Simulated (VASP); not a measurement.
# Ti (P6/mmm) in VASP: further runs

The runs below take Ti through single point, with PBEsol.

All numbers are computed with VASP 6.6.1; they aren't measurements. Logs are shortened: lines on timing, memory, paths and dates and some standing lists are left out, and cuts for length are marked.

### Step 1. The cell of the first run

The structure is hexagonal, space group P6/mmm (No. 191). The conventional cell has a = 4.515 Å, b = 4.515 Å, c = 2.865 Å, α = 90.00°, β = 90.00°, γ = 120.00°. Ti (site symmetry 6/mmm) has 14 Ti at 2.87 to 2.97 Å within 3.8 Å. Within 3.4 Å of Ti (site symmetry -6m2) lie 11 Ti at 2.61 to 2.97 Å.

### Step 2. Single point, PBEsol

INCAR

```
SYSTEM = Ti
  PREC = Accurate
  ENCUT = 520
  EDIFF = 1E-6
  ISMEAR = 0
  SIGMA = 0.15
  LREAL = .FALSE.
  LASPH = .TRUE.
  NELM = 80
  ALGO = Fast
  ISIF = 2
  LWAVE = .FALSE.
  LCHARG = .FALSE.
  GGA = PS
  NBANDS = 25
```

KPOINTS

```
Automatic mesh
0
G
  12 12 14
  0 0 0
```

POSCAR

```
Ti
1.0
    4.5149169756      0.0000000000      0.0000000000
   -2.2574584878      3.9100327969      0.0000000000
    0.0000000000      0.0000000000      2.8655000000
Ti
3
Direct
    0.0000000000      0.0000000000      0.0000000000
    0.3333333333      0.6666666667      0.5000000000
    0.6666666667      0.3333333333      0.5000000000
```

Potentials or basis: VASP PAW PBE potentials, release 64 (Ti_sv).

Command:

```console
$ cat potpaw_PBE.64/Ti_sv/POTCAR > POTCAR
$ mpirun -np 1 vasp_std > vasp.out
```

OUTCAR:

```text
SYSTEM = Ti
   PREC = Accurate
   ENCUT = 520
   EDIFF = 1E-6
   ISMEAR = 0
   LREAL = .FALSE.
   LASPH = .TRUE.
   NELM = 80
   ISIF = 2
   GGA = PS

 ion  position               nearest neighbor table
   1  0.000  0.000  0.000-
   2  0.333  0.667  0.500-   3 2.61   3 2.61   3 2.61
   3  0.667  0.333  0.500-   2 2.61   2 2.61   2 2.61

  LATTYP: Found a hexagonal cell.
 ALAT       =     4.5149169756
 C/A-ratio  =     0.6346739077

  Lattice vectors:

 A1 = (   4.5149169756,   0.0000000000,   0.0000000000)
 A2 = (  -2.2574584878,   3.9100327969,   0.0000000000)
 A3 = (   0.0000000000,   0.0000000000,   2.8655000000)

Analysis of symmetry for initial positions (statically):
=====================================================================
 Subroutine PRICEL returns:
 Original cell was already a primitive cell.

 Routine SETGRP: Setting up the symmetry group for a
 hexagonal supercell.

 Subroutine GETGRP returns: Found 24 space group operations
 (whereof 24 operations were pure point group operations)
 out of a pool of 24 trial point group operations.

The static configuration has the point symmetry D_6h.

Analysis of symmetry for dynamics (positions and initial velocities):
=====================================================================
 Subroutine PRICEL returns:
 Original cell was already a primitive cell.

 Routine SETGRP: Setting up the symmetry group for a
 hexagonal supercell.

 Subroutine GETGRP returns: Found 24 space group operations
 (whereof 24 operations were pure point group operations)
 out of a pool of 24 trial point group operations.

The dynamic configuration has the point symmetry D_6h.

 Subroutine INISYM returns: Found 24 space group operations
 (whereof 24 operations are pure point group operations),
 and found     1 'primitive' translations

----------------------------------------------------------------------------------------

                                     Primitive cell

  volume of cell :      50.5860

  direct lattice vectors                    reciprocal lattice vectors
     4.514916976  0.000000000  0.000000000     0.221488015  0.127876165  0.000000000
    -2.257458488  3.910032797  0.000000000     0.000000000  0.255752330  0.000000000
     0.000000000  0.000000000  2.865500000     0.000000000  0.000000000  0.348979236

  length of vectors
     4.514916976  4.514916976  2.865500000     0.255752330  0.255752330  0.348979236

  position of ions in fractional coordinates (direct lattice)
     0.000000000  0.000000000  0.000000000
     0.333333333  0.666666667  0.500000000
     0.666666667  0.333333333  0.500000000

  ion indices of the primitive-cell ions
   primitive index   ion index
                 1           1
                 2           2
                 3           3

----------------------------------------------------------------------------------------

 KPOINTS: Automatic mesh

Automatic generation of k-mesh.
 Grid dimensions read from file:
 generate k-points for:   12   12   14

 Generating k-lattice:

  Cartesian coordinates                     Fractional coordinates (reciprocal lattice)
     0.018457335  0.010656347  0.000000000     0.083333333 -0.000000000  0.000000000
     0.000000000  0.021312694  0.000000000     0.000000000  0.083333333  0.000000000
     0.000000000  0.000000000  0.024927088     0.000000000  0.000000000  0.071428571

  Length of vectors
     0.021312694  0.021312694  0.024927088

  Shift w.r.t. Gamma in fractional coordinates (k-lattice)
     0.000000000  0.000000000  0.000000000

 Subroutine IBZKPT returns following result:
 ===========================================

 Found    152 irreducible k-points:

 Following reciprocal coordinates:
            Coordinates               Weight
  0.000000  0.000000  0.000000      1.000000
  0.083333 -0.000000  0.000000      6.000000
  0.166667 -0.000000  0.000000      6.000000
  0.250000 -0.000000  0.000000      6.000000
  0.333333 -0.000000  0.000000      6.000000
  0.416667  0.000000  0.000000      6.000000
[... 16 lines left out ...]
  0.250000 -0.000000  0.071429     12.000000
  0.333333 -0.000000  0.071429     12.000000
 [... further k-points ...]
   k-points           NKPTS =    152   k-points in BZ     NKDIM =    152   number of bands    NBANDS=     25
   number of dos      NEDOS =    301   number of ions     NIONS =      3
   total plane-waves  NPLWV =  31104
   dimension x,y,z NGX =    36 NGY =   36 NGZ =   24
   dimension x,y,z NGXF=    72 NGYF=   72 NGZF=   48
   ions per type =               3
   NGX,Y,Z   is equivalent  to a cutoff of  13.26, 13.26, 13.92 a.u.
   NGXF,Y,Z  is equivalent  to a cutoff of  26.51, 26.51, 27.85 a.u.
 SYSTEM =  Ti
   PREC   = accura    normal or accurate (medium, high low for compatibility)
   ISTART =      0    job   : 0-new  1-cont  2-samecut
   ICHARG =      2    charge: 1-file 2-atom 10-const
   ISPIN  =      1    spin polarized calculation?
   LNONCOLLINEAR =      F non collinear calculations
   LSORBIT =      F    spin-orbit coupling
   LASPH  =      T    aspherical Exc in radial PAW
   ENCUT  =  520.0 eV  38.22 Ry    6.18 a.u.   8.39  8.39  5.33*2*pi/ulx,y,z
   NELM   =     80;   NELMIN=  2; NELMDL= -5     # of ELM steps
   EDIFF  = 0.1E-05   stopping-criterion for ELM
   LREAL  =      F    real-space projection
   EDIFFG = 0.1E-04   stopping-criterion for IOM
   NSW    =      0    number of steps for IOM
   IBRION =     -1    ionic relax: 0-MD 1-quasi-New 2-CG
   NFREE  =      0    steps in history (QN), initial steepest desc. (CG)
   ISIF   =      2    stress and relaxation
   ISYM   =      2    0-nonsym 1-usesym 2-fastsym
   POTIM  = 0.5000    time-step for ionic-motion
   TEBEG  =    0.0;   TEEND  =   0.0 temperature during run
   PSTRESS=    0.0 pullay stress
   NELECT =      36.0000    total number of electrons
   NUPDOWN=      -1.0000    fix difference up-down
   EMIN   =  10.00;   EMAX   =-10.00  energy-range for DOS
   EFERMI =   0.00;   METHOD = LEGACY
   ISMEAR =     0;   SIGMA  =   0.15  broadening in eV -4-tet -1-fermi 0-gaus
   EFERMI_NEDOS =   21; number of points for ismear=-14 and -15
   IALGO  =     68    algorithm
   IMIX   =      4    mixing-type and parameters
     AMIX     =   0.40;   BMIX     =  1.00
     AMIX_MAG =   1.60;   BMIX_MAG =  1.00
  volume/ion in A,a.u.               =      16.86       113.79
  Fermi-wavevector in a.u.,A,eV,Ry     =   1.461612  2.762046 29.066262  2.136310
  Thomas-Fermi vector in A             =   2.577923
   LORBIT       =      0    0 simple, 1 ext, 2 COOP (PROOUT), +10 PAW based schemes
   GGA     = PS    functional components
   LHFCALC =     F    Hartree Fock is set to
   AEXX    =    0.0000 exact exchange contribution
   IVDW    =     0    specifies the selected vdW correction
   LEPSILON=     F    determine dielectric tensor
   LRPA    =     F    only Hartree local field effects (RPA)
 non-spin polarized calculation
 RMM-DIIS sequential band-by-band and
 Gauss-broadening in eV      SIGMA  =   0.15
  energy-cutoff  :      520.00
  volume of cell :       50.59
 maximum number of plane-waves:      1390
 NGX is ok and might be reduce to    36
   NGX = 17   NGY = 17   NGZ = 11

 number of electron      36.0000009 magnetization

 Free energy of the ion-electron system (eV)
  ---------------------------------------------------
  ext. energy  EPLUGINS =         0.00000000
  ---------------------------------------------------
  free energy    TOTEN  =       -25.05127159 eV

  energy without entropy =      -25.01887004  energy(sigma->0) =      -25.03507082

 E-fermi :   8.4246     XC(G=0): -11.7750

 val. band max:        8.4231590055   @ k =   0.2500   0.2500   0.3571
 cond. band min:       8.4258285797   @ k =   0.4167   0.1667   0.2143
 fundamental gap:      0.0026695742
 Fermi energy:         8.4246287021

 k-point     1 :       0.0000    0.0000    0.0000
  band No.  band energies     occupation
      1     -48.2244      2.00000
      2     -47.9511      2.00000
      3     -47.7589      2.00000
      4     -24.6466      2.00000
      5     -24.6466      2.00000
      6     -24.5504      2.00000
[... 17 lines left out ...]
     24      10.2027      0.00000
     25      10.2072      0.00000

 k-point     2 :       0.0833   -0.0000    0.0000
  band No.  band energies     occupation
      1     -48.2232      2.00000
      2     -47.9491      2.00000
      3     -47.7621      2.00000
      4     -24.6751      2.00000
      5     -24.6697      2.00000
      6     -24.5217      2.00000
[... 17 lines left out ...]
     24       9.9312      0.00000
     25      10.4529      0.00000

 k-point     3 :       0.1667   -0.0000    0.0000
  band No.  band energies     occupation
      1     -48.2202      2.00000
      2     -47.9432      2.00000
      3     -47.7715      2.00000
      4     -24.7232      2.00000
      5     -24.6946      2.00000
      6     -24.4733      2.00000
[... 17 lines left out ...]
     24      10.0011      0.00000
     25      10.7143      0.00000

 k-point     4 :       0.2500   -0.0000    0.0000
  band No.  band energies     occupation
      1     -48.2161      2.00000
      2     -47.9333      2.00000
      3     -47.7860      2.00000
      4     -24.7680      2.00000
      5     -24.6970      2.00000
      6     -24.4280      2.00000
[... 17 lines left out ...]
     24      10.2684      0.00000
     25      11.0014      0.00000
[... 477 lines left out ...]
 k-point    22 :       0.1667   -0.0000    0.0714
  band No.  band energies     occupation
      1     -48.2172      2.00000
      2     -47.9413      2.00000
      3     -47.7692      2.00000
      4     -24.7169      2.00000
      5     -24.6895      2.00000
      6     -24.4727      2.00000
[... 17 lines left out ...]
     24      10.0027      0.00000
     25      10.8017      0.00000

 k-point    23 :       0.2500   -0.0000    0.0714
  band No.  band energies     occupation
      1     -48.2133      2.00000
      2     -47.9313      2.00000
      3     -47.7836      2.00000
      4     -24.7608      2.00000
      5     -24.6926      2.00000
      6     -24.4290      2.00000
[... 17 lines left out ...]
     24      10.2442      0.00000
     25      11.1443      0.00000

 k-point    24 :       0.3333   -0.0000    0.0714
  band No.  band energies     occupation
      1     -48.2096      2.00000
      2     -47.9179      2.00000
      3     -47.8012      2.00000
      4     -24.7953      2.00000
      5     -24.6723      2.00000
      6     -24.3947      2.00000
[... 17 lines left out ...]
     24      10.5610      0.00000
     25      11.0200      0.00000

 [... further k-points ...]
[... 5 lines left out ...]
  --------------------------------------------------------------------------------------
  -------------------------------------------------------------------------------------
  Total       -0.5101993     -0.5101993     -1.8890348      0.0000000      0.0000000      0.0000000
  in kB      -16.1591991    -16.1591991    -59.8301313      0.0000000      0.0000000      0.0000000
  external PRESSURE =     -30.7161765 kB  Pullay stress =       0.0000000 kB

 VOLUME and BASIS-vectors are now :
 -----------------------------------------------------------------------------
  energy-cutoff  :      520.00
  volume of cell :       50.59
      direct lattice vectors                 reciprocal lattice vectors
     4.514916976  0.000000000  0.000000000     0.221488015  0.127876165  0.000000000
    -2.257458488  3.910032797  0.000000000     0.000000000  0.255752330  0.000000000
     0.000000000  0.000000000  2.865500000     0.000000000  0.000000000  0.348979236

 POSITION                                       TOTAL-FORCE (eV/Angst)
 -----------------------------------------------------------------------------------
      0.00000      0.00000      0.00000         0.000000      0.000000      0.000000
     -0.00000      2.60669      1.43275        -0.000000     -0.000000     -0.000000
      2.25746      1.30334      1.43275         0.000000      0.000000      0.000000
 -----------------------------------------------------------------------------------
    total drift:                                0.000000      0.000000     -0.000000

  FREE ENERGIE OF THE ION-ELECTRON SYSTEM (eV)
  ---------------------------------------------------
  free  energy   TOTEN  =       -25.0512715920 eV

  energy  without entropy=      -25.0188700439  energy(sigma->0) =      -25.03507082
```

Run time: 9.1 min. Hardware: 1 thread of Intel Xeon Platinum 8375C at 2.90GHz (Ice Lake), shared host; peak memory 0.28 GiB.

Results:

```
Free energy            : -25.0513 eV
Pressure               : -3.1 GPa
Band gap on the k mesh : zero (band 18 reaches 8.70 eV, above the bottom of band 19 at 8.31 eV)
```

Stress tensor (GPa, compression positive):
```
-1.62  0.00  0.00
 0.00 -1.62  0.00
 0.00  0.00 -5.98
```

Levels at points of the mesh, in eV from the Fermi level:
| k point | band 15 | band 16 | band 17 | band 18 | band 19 | band 20 | band 21 | band 22 |
| --- | --- | --- | --- | --- | --- | --- | --- | --- |
| (0.00, 0.00, 0.00) | -0.68 | -0.68 | -0.58 | -0.58 | 0.10 | 0.82 | 1.32 | 1.32 |
| (0.50, 0.00, 0.00) | -2.67 | -0.44 | -0.35 | -0.32 | 0.10 | 0.65 | 0.83 | 1.28 |
| (0.00, 0.00, 0.50) | -2.14 | -1.87 | -1.66 | -1.66 | 1.15 | 1.15 | 1.23 | 1.23 |
| (0.50, 0.00, 0.50) | -1.70 | -1.20 | -0.77 | -0.71 | 0.36 | 0.77 | 0.90 | 1.04 |

Caveat: the PAW data sets were made with another functional, which shifts forces and pressure a little.

(Part 1 of 2 ends here.)
